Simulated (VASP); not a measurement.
# GaP (R-3m) in VASP: notebook, part 2 of 2

VASP 6.6.1. The steps go on from the part before.

## (3) Single point, LDA (strain +0.000 along x and y, -0.080 along z)

Input file INCAR:

```
SYSTEM = GaP
  PREC = Accurate
  ENCUT = 520
  EDIFF = 1E-6
  ISMEAR = 0
  SIGMA = 0.05
  LREAL = .FALSE.
  LASPH = .TRUE.
  NELM = 80
  ALGO = Normal
  ISIF = 2
  LWAVE = .FALSE.
  LCHARG = .TRUE.
  GGA = CA
  LELF = .TRUE.
  LVHAR = .TRUE.
  NBANDS = 26
```

Input file KPOINTS:

```
Automatic mesh
0
G
  12 12 12
  0 0 0
```

Input file POSCAR:

```
GaP
1.0
    1.9430151755      1.1218003346      5.9163452923
   -1.9430151755      1.1218003346      5.9163452923
    0.0000000000     -2.2436006692      5.9163452923
Ga P
2 2
Direct
    0.4353720000      0.4353720000      0.4353720000
    0.5646280000      0.5646280000      0.5646280000
    0.0573890000      0.0573890000      0.0573890000
    0.9426110000      0.9426110000      0.9426110000
```

Potentials or basis: VASP PAW LDA potentials, release 64 (Ga_d, P).

Started as:

```sh
cat potpaw_LDA.64/Ga_d/POTCAR potpaw_LDA.64/P/POTCAR > POTCAR
mpirun -np 1 vasp_std > vasp.out
```

OUTCAR:

```text
SYSTEM = GaP
   PREC = Accurate
   ENCUT = 520
   EDIFF = 1E-6
   ISMEAR = 0
   LREAL = .FALSE.
   LASPH = .TRUE.
   NELM = 80
   ISIF = 2
   GGA = CA

 ion  position               nearest neighbor table
   1  0.435  0.435  0.435-   2 2.29   3 2.38   3 2.38   3 2.38
   2  0.565  0.565  0.565-   1 2.29   4 2.38   4 2.38   4 2.38
   3  0.057  0.057  0.057-   4 2.04   1 2.38   1 2.38   1 2.38
   4  0.943  0.943  0.943-   3 2.04   2 2.38   2 2.38   2 2.38

  LATTYP: Found a trigonal (rhomboedric) cell.
 ALAT       =     6.3274707096
 COS(alpha) =     0.8114085091

  Lattice vectors:

 A1 = (   1.9430151755,   1.1218003346,   5.9163452923)
 A2 = (  -1.9430151755,   1.1218003346,   5.9163452923)
 A3 = (   0.0000000000,  -2.2436006692,   5.9163452923)

Analysis of symmetry for initial positions (statically):
=====================================================================
 Subroutine PRICEL returns:
 Original cell was already a primitive cell.

 Routine SETGRP: Setting up the symmetry group for a
 trigonal (rhombohedral) supercell.

 Subroutine GETGRP returns: Found 12 space group operations
 (whereof 12 operations were pure point group operations)
[... 171 lines left out ...]
 cond. band min:       5.7460336495   @ k =   0.0000   0.0000   0.0000
 fundamental gap:      0.4385397591
 Fermi energy:         5.5398070084

 k-point     1 :       0.0000    0.0000    0.0000
  band No.  band energies     occupation
      1      -9.8464      2.00000
      2      -9.6197      2.00000
      3      -9.6197      2.00000
      4      -9.5579      2.00000
      5      -9.5579      2.00000
      6      -9.4980      2.00000
[... 685 lines left out ...]
     25      12.3028      0.00000
     26      13.3397      0.00000

 [... further k-points ...]

------------------------ aborting loop because EDIFF is reached ----------------------------------------

  FORCE on cell =-STRESS in cart. coord.  units (eV):
  Direction    XX          YY          ZZ          XY          YZ          ZX
  --------------------------------------------------------------------------------------
  -------------------------------------------------------------------------------------
  Total       -1.8900489     -1.8900489      9.0272053      0.0000000      0.0000000      0.0000000
  in kB      -39.1369614    -39.1369614    186.9249970      0.0000000      0.0000000      0.0000000
  external PRESSURE =      36.2170247 kB  Pullay stress =       0.0000000 kB

 VOLUME and BASIS-vectors are now :
 -----------------------------------------------------------------------------
  energy-cutoff  :      520.00
  volume of cell :       77.37
      direct lattice vectors                 reciprocal lattice vectors
     1.943015176  1.121800335  5.916345292     0.257332010  0.148570705  0.056341088
    -1.943015176  1.121800335  5.916345292    -0.257332010  0.148570705  0.056341088
     0.000000000 -2.243600669  5.916345292     0.000000000 -0.297141410  0.056341088

 POSITION                                       TOTAL-FORCE (eV/Angst)
 -----------------------------------------------------------------------------------
      0.00000      0.00000      7.72743         0.000000      0.000000     -0.649943
      0.00000      0.00000     10.02160         0.000000     -0.000000      0.649943
      0.00000      0.00000      1.01860         0.000000     -0.000000      2.115856
      0.00000      0.00000     16.73044         0.000000      0.000000     -2.115856
 -----------------------------------------------------------------------------------
    total drift:                               -0.000000      0.000000      0.000000

  FREE ENERGIE OF THE ION-ELECTRON SYSTEM (eV)
  ---------------------------------------------------
  free  energy   TOTEN  =       -20.0834402180 eV

  energy  without entropy=      -20.0834402180  energy(sigma->0) =      -20.08344022
```

OSZICAR:

```text
N       E                     dE             d eps       ncg     rms          rms(c)
DAV:   1     0.232157577577E+03    0.23216E+03   -0.17115E+04  9960   0.206E+03
DAV:   2     0.679179190612E+01   -0.22537E+03   -0.21706E+03 10750   0.437E+02
DAV:   3    -0.197608530434E+02   -0.26553E+02   -0.26036E+02 12340   0.121E+02
DAV:   4    -0.206189759578E+02   -0.85812E+00   -0.85514E+00 11538   0.222E+01
DAV:   5    -0.206428851442E+02   -0.23909E-01   -0.23886E-01 13206   0.343E+00    0.782E+00
DAV:   6    -0.202037421436E+02    0.43914E+00   -0.47811E-01 13688   0.107E+01    0.468E+00
DAV:   7    -0.200862220250E+02    0.11752E+00   -0.39458E-01 10926   0.338E+00    0.106E+00
DAV:   8    -0.200838285816E+02    0.23934E-02   -0.38452E-02 11486   0.195E+00    0.357E-01
DAV:   9    -0.200834983237E+02    0.33026E-03   -0.54853E-03 13154   0.765E-01    0.191E-01
DAV:  10    -0.200834269539E+02    0.71370E-04   -0.54657E-04 11710   0.218E-01    0.557E-02
DAV:  11    -0.200834394356E+02   -0.12482E-04   -0.65169E-05 12714   0.595E-02    0.139E-02
DAV:  12    -0.200834402180E+02   -0.78237E-06   -0.61083E-06 11192   0.184E-02
   1 F= -.20083440E+02 E0= -.20083440E+02  d E =-.139865E-11
```

It took 14 min on 1 thread of Intel Xeon 8259CL, shared host; peak memory 0.49 GiB.

What came out:

- Free energy: -20.0834 eV
- Pressure: 3.6 GPa
- Largest force: 2.116 eV/Å
- Band gap on the k mesh: 0.44 eV

Forces in eV/Å, atoms in the order of the input:
```
Ga   0.000  0.000 -0.650
Ga   0.000  0.000  0.650
P    0.000  0.000  2.116
P    0.000  0.000 -2.116
```

Levels at points of the mesh, in eV from the valence-band top:
| k point | band 15 | band 16 | band 17 | band 18 | band 19 | band 20 | band 21 | band 22 |
| --- | --- | --- | --- | --- | --- | --- | --- | --- |
| (0.00, 0.00, 0.00) | -2.44 | -0.13 | 0.00 | 0.00 | 0.44 | 1.99 | 3.21 | 3.21 |
| (0.50, 0.00, 0.00) | -4.90 | -3.41 | -3.09 | -1.98 | 1.20 | 2.49 | 4.90 | 4.94 |
| (0.50, 0.50, 0.00) | -3.89 | -3.77 | -1.14 | -0.31 | 0.83 | 1.11 | 1.84 | 3.69 |
| (0.50, 0.50, 0.50) | -2.33 | -2.33 | -0.43 | -0.43 | 0.51 | 2.10 | 3.48 | 3.48 |

Caveat: the cell differs from its parent crystal (strain +0.000 along x and y, -0.080 along z); the stress differs along the axes, from -4 to 19 GPa; semilocal functionals underestimate gaps, and a narrow one can read as zero; forces of over 1 eV/Å act on the atoms, so gaps and moduli don't describe the material at rest. A k mesh can miss the band edges.

## (4) Single point, LDA (strain -0.040 along x and y, +0.000 along z)

Input file INCAR:

```
SYSTEM = GaP
PREC     = Accurate       ! precision mode
ENCUT    = 520            ! plane-wave cutoff, eV
EDIFF    = 1E-7           ! SCF threshold, eV
ISMEAR   = 0              ! smearing method
SIGMA    = 0.05           ! smearing width, eV
LREAL    = .FALSE.        ! projectors in reciprocal space
LASPH    = .TRUE.         ! aspherical terms in the spheres
NELM     = 80             ! most SCF steps
ALGO     = Normal         ! electronic algorithm
ISIF     = 2              ! what is computed and relaxed
LWAVE    = .FALSE.        ! write WAVECAR
LCHARG   = .TRUE.         ! write CHGCAR
LELF     = .TRUE.         ! ELF
LVHAR    = .TRUE.       
NBANDS   = 26             ! bands
```

KPOINTS is that of step 3.

Input file POSCAR:

```
GaP
1.0
    1.8652945685      1.0769283212      6.4308101003
   -1.8652945685      1.0769283212      6.4308101003
    0.0000000000     -2.1538566424      6.4308101003
Ga P
2 2
Direct
    0.4353720000      0.4353720000      0.4353720000
    0.5646280000      0.5646280000      0.5646280000
    0.0573890000      0.0573890000      0.0573890000
    0.9426110000      0.9426110000      0.9426110000
```

Potentials or basis: VASP PAW LDA potentials, release 64 (Ga_d, P).

Started as:

```sh
cat potpaw_LDA.64/Ga_d/POTCAR potpaw_LDA.64/P/POTCAR > POTCAR
mpirun -np 1 vasp_std > vasp.out
```

OUTCAR:

```text
SYSTEM = GaP
   PREC = Accurate
   ENCUT = 520
   EDIFF = 1E-7
   ISMEAR = 0
   LREAL = .FALSE.
   LASPH = .TRUE.
   NELM = 80
   ISIF = 2

 ion  position               nearest neighbor table
   1  0.435  0.435  0.435-   3 2.32   3 2.32   3 2.32   2 2.49
   2  0.565  0.565  0.565-   4 2.32   4 2.32   4 2.32   1 2.49
   3  0.057  0.057  0.057-   4 2.21   1 2.32   1 2.32   1 2.32
   4  0.943  0.943  0.943-   3 2.21   2 2.32   2 2.32   2 2.32

  LATTYP: Found a trigonal (rhomboedric) cell.
 ALAT       =     6.7819183851
 COS(alpha) =     0.8487066885

  Lattice vectors:

 A1 = (   1.8652945685,   1.0769283212,   6.4308101003)
 A2 = (  -1.8652945685,   1.0769283212,   6.4308101003)
 A3 = (   0.0000000000,  -2.1538566424,   6.4308101003)

Analysis of symmetry for initial positions (statically):
=====================================================================
 Subroutine PRICEL returns:
 Original cell was already a primitive cell.

 Routine SETGRP: Setting up the symmetry group for a
 trigonal (rhombohedral) supercell.

 Subroutine GETGRP returns: Found 12 space group operations
 (whereof 12 operations were pure point group operations)
 out of a pool of 12 trial point group operations.

The static configuration has the point symmetry D_3d.

Analysis of symmetry for dynamics (positions and initial velocities):
=====================================================================
 Subroutine PRICEL returns:
 Original cell was already a primitive cell.

 Routine SETGRP: Setting up the symmetry group for a
 trigonal (rhombohedral) supercell.

 Subroutine GETGRP returns: Found 12 space group operations
 (whereof 12 operations were pure point group operations)
 out of a pool of 12 trial point group operations.

The dynamic configuration has the point symmetry D_3d.

 Subroutine INISYM returns: Found 12 space group operations
[... 118 lines left out ...]
   IALGO  =     38    algorithm
   IMIX   =      4    mixing-type and parameters
     AMIX     =   0.40;   BMIX     =  1.00
     AMIX_MAG =   1.60;   BMIX_MAG =  1.00
  volume/ion in A,a.u.               =      19.38       130.76
  Fermi-wavevector in a.u.,A,eV,Ry     =   1.267823  2.395838 21.869665  1.607375
  Thomas-Fermi vector in A             =   2.400950
   LORBIT       =      0    0 simple, 1 ext, 2 COOP (PROOUT), +10 PAW based schemes
   GGA     = CA    functional components
   LHFCALC =     F    Hartree Fock is set to
   AEXX    =    0.0000 exact exchange contribution
   IVDW    =     0    specifies the selected vdW correction
   LEPSILON=     F    determine dielectric tensor
   LRPA    =     F    only Hartree local field effects (RPA)
 non-spin polarized calculation
 Gauss-broadening in eV      SIGMA  =   0.05
  energy-cutoff  :      520.00
  volume of cell :       77.51
 maximum number of plane-waves:      2106
   NGX = 25   NGY = 25   NGZ = 25

 number of electron      35.9999998 magnetization

 Free energy of the ion-electron system (eV)
  ---------------------------------------------------
  ext. energy  EPLUGINS =         0.00000000
  ---------------------------------------------------
  free energy    TOTEN  =       -20.35578100 eV

  energy without entropy =      -20.35578100  energy(sigma->0) =      -20.35578100

 E-fermi :   5.5962     XC(G=0): -10.3644

 val. band max:        5.3329448235   @ k =   0.0000   0.0000   0.0000
 cond. band min:       5.8300008375   @ k =   0.5000   0.5000   0.0000
 fundamental gap:      0.4970560140
 Fermi energy:         5.5961616646

 k-point     1 :       0.0000    0.0000    0.0000
  band No.  band energies     occupation
      1      -9.7517      2.00000
      2      -9.6305      2.00000
      3      -9.6305      2.00000
      4      -9.6219      2.00000
      5      -9.6219      2.00000
      6      -9.5472      2.00000
[... 685 lines left out ...]
     25      12.3942      0.00000
     26      13.5603      0.00000

 [... further k-points ...]

------------------------ aborting loop because EDIFF is reached ----------------------------------------

  FORCE on cell =-STRESS in cart. coord.  units (eV):
  Direction    XX          YY          ZZ          XY          YZ          ZX
  --------------------------------------------------------------------------------------
  -------------------------------------------------------------------------------------
  Total        1.8650073      1.8650073     -1.7739407      0.0000000      0.0000000     -0.0000000
  in kB       38.5513829     38.5513829    -36.6689544      0.0000000      0.0000000     -0.0000000
  external PRESSURE =      13.4779372 kB  Pullay stress =       0.0000000 kB

 VOLUME and BASIS-vectors are now :
 -----------------------------------------------------------------------------
  energy-cutoff  :      520.00
  volume of cell :       77.51
      direct lattice vectors                 reciprocal lattice vectors
     1.865294568  1.076928321  6.430810100     0.268054177  0.154761151  0.051833801
    -1.865294568  1.076928321  6.430810100    -0.268054177  0.154761151  0.051833801
     0.000000000 -2.153856642  6.430810100     0.000000000 -0.309522302  0.051833801

 POSITION                                       TOTAL-FORCE (eV/Angst)
 -----------------------------------------------------------------------------------
      0.00000      0.00000      8.39938         0.000000      0.000000      0.416104
      0.00000      0.00000     10.89305         0.000000     -0.000000     -0.416104
      0.00000      0.00000      1.10717         0.000000      0.000000     -0.251707
      0.00000      0.00000     18.18526         0.000000     -0.000000      0.251707
 -----------------------------------------------------------------------------------
    total drift:                                0.000000     -0.000000      0.000000

  FREE ENERGIE OF THE ION-ELECTRON SYSTEM (eV)
  ---------------------------------------------------
  free  energy   TOTEN  =       -20.3557809974 eV

  energy  without entropy=      -20.3557809974  energy(sigma->0) =      -20.35578100
```

Wall time 18 min (1 thread of Intel Xeon 8259CL, shared host); peak memory 0.5 GiB.

Results:

```yaml
Free_energy: -20.3558 eV
Pressure: 1.3 GPa
Largest_force: 0.416 eV/Å
Band_gap_on_the_k_mesh: 0.50 eV (least direct gap 1.24 eV)
```

Forces on the atoms (eV/Å):
```
Ga   0.000  0.000  0.416
Ga   0.000  0.000 -0.416
P    0.000  0.000 -0.252
P    0.000  0.000  0.252
```

Stress tensor (GPa, compression positive):
```
 3.86  0.00  0.00
 0.00  3.86  0.00
 0.00  0.00 -3.67
```

Levels at points of the mesh, in eV from the valence-band top:
```csv
k point,band 14,band 15,band 16,band 17,band 18,band 19,band 20,band 21,band 22,band 23
"(0.00, 0.00, 0.00)",-1.74,-1.74,-0.42,0.00,0.00,1.40,1.45,2.89,3.78,3.78
"(0.50, 0.00, 0.00)",-6.14,-4.85,-2.99,-2.94,-1.95,1.54,2.57,3.25,4.16,6.10
"(0.50, 0.50, 0.00)",-7.33,-4.21,-3.26,-1.44,-0.74,0.50,1.34,1.34,3.72,4.18
"(0.50, 0.50, 0.50)",-4.07,-1.64,-1.64,-0.25,-0.25,1.48,2.73,3.92,3.92,5.02
```

Caveat: the cell differs from its parent crystal (strain -0.040 along x and y, +0.000 along z); the stress differs along the axes, from -4 to 4 GPa; semilocal functionals underestimate gaps, and a narrow one can read as zero.

## (5) Single point, LDA (strain +0.080 along x and y, -0.040 along z)

Input file INCAR:

```
PREC     = Accurate       # precision mode
ENCUT    = 520            # plane-wave cutoff, eV
EDIFF    = 1E-6           # SCF threshold, eV
ISMEAR   = 0              # smearing method
SIGMA    = 0.05           # smearing width, eV
LREAL    = F              # projectors in reciprocal space
LASPH    = T              # aspherical terms in the spheres
NELM     = 80             # most SCF steps
ALGO     = Normal         # electronic algorithm
ISIF     = 2              # what is computed and relaxed
LWAVE    = F              # write WAVECAR
LCHARG   = F              # write CHGCAR
GGA      = CA             # functional
NBANDS   = 26             # bands
```

Input file KPOINTS:

```
Automatic mesh
0
Gamma
  12 12 12
```

Input file POSCAR:

```
GaP
1.0
    2.0984563895      1.2115443614      6.1735776963
   -2.0984563895      1.2115443614      6.1735776963
    0.0000000000     -2.4230887228      6.1735776963
Ga P
2 2
Direct
    0.4353720000      0.4353720000      0.4353720000
    0.5646280000      0.5646280000      0.5646280000
    0.0573890000      0.0573890000      0.0573890000
    0.9426110000      0.9426110000      0.9426110000
```

Started as:

```sh
cat potpaw_LDA.64/Ga_d/POTCAR potpaw_LDA.64/P/POTCAR > POTCAR
mpirun -np 1 vasp_std > vasp.out
```

Wall time 7.5 min (1 thread of Intel Xeon 6975P-C (Granite Rapids), shared host); peak memory 0.55 GiB.

It converged, with:

| Property | Result |
| --- | --- |
| Free energy | -19.5226 eV |
| Pressure | -7.6 GPa |
| Largest force | 1.153 eV/Å |
| Band gap on the k mesh | zero (bands 18 and 19 overlap by 0.16 eV) |

Forces on the atoms (eV/Å):
```
Ga   0.000  0.000 -0.593
Ga   0.000  0.000  0.593
P    0.000  0.000  1.153
P    0.000  0.000 -1.153
```

Stress tensor (GPa, compression positive):
```
-12.78   0.00   0.00
  0.00 -12.78   0.00
  0.00   0.00   2.69
```

Levels at points of the mesh, in eV from the Fermi level:
| k point | band 15 | band 16 | band 17 | band 18 | band 19 | band 20 | band 21 | band 22 |
| --- | --- | --- | --- | --- | --- | --- | --- | --- |
| (0.00, 0.00, 0.00) | -2.15 | -0.59 | 0.05 | 0.05 | 0.33 | 0.40 | 3.02 | 3.02 |
| (0.50, 0.00, 0.00) | -4.08 | -2.84 | -2.64 | -1.50 | 1.22 | 2.54 | 4.57 | 4.79 |
| (0.50, 0.50, 0.00) | -3.23 | -3.14 | -0.78 | -0.16 | 0.95 | 1.13 | 1.59 | 3.57 |
| (0.50, 0.50, 0.50) | -2.06 | -2.06 | -0.31 | -0.31 | -0.07 | 1.59 | 3.36 | 3.36 |

Caveat: the cell differs from its parent crystal (strain +0.080 along x and y, -0.040 along z); the stress differs along the axes, from -13 to 3 GPa; semilocal functionals underestimate gaps, and a narrow one can read as zero; forces of over 1 eV/Å act on the atoms, so gaps and moduli don't describe the material at rest.

## (6) Overview

| cell | gap on the mesh (eV) | pressure (GPa) | largest force (eV/Å) |
| --- | --- | --- | --- |
| a = 6.539 Å, angles 33.2°, 4 atoms | 0.68 | 5.6 | 0.46 |
| a = 6.327 Å, angles 35.8°, 4 atoms | 0.44 | 3.6 | 2.12 |
| a = 6.782 Å, angles 31.9°, 4 atoms | 0.50 | 1.3 | 0.42 |
| a = 6.632 Å, angles 36.9°, 4 atoms | none | -7.6 | 1.15 |

Alike in all rows: task single point; level LDA; potentials or basis VASP PAW LDA potentials, release 64 (Ga_d, P); no spin polarisation; k mesh 12 × 12 × 12; cutoff (eV) 520; smearing gaussian 0.05 eV.

Caveats: semilocal functionals underestimate gaps, and a narrow one can read as zero; forces of over 1 eV/Å act on the atoms, so gaps and moduli don't describe the material at rest (at least some runs); the cell stands under pressure (at least some runs); the stress differs along the axes, from -4 to 19 GPa (at least some runs); the stress differs along the axes, from -4 to 4 GPa (at least some runs); the stress differs along the axes, from -13 to 3 GPa (at least some runs).

Absolute energies hang on the potentials; compare differences alone.
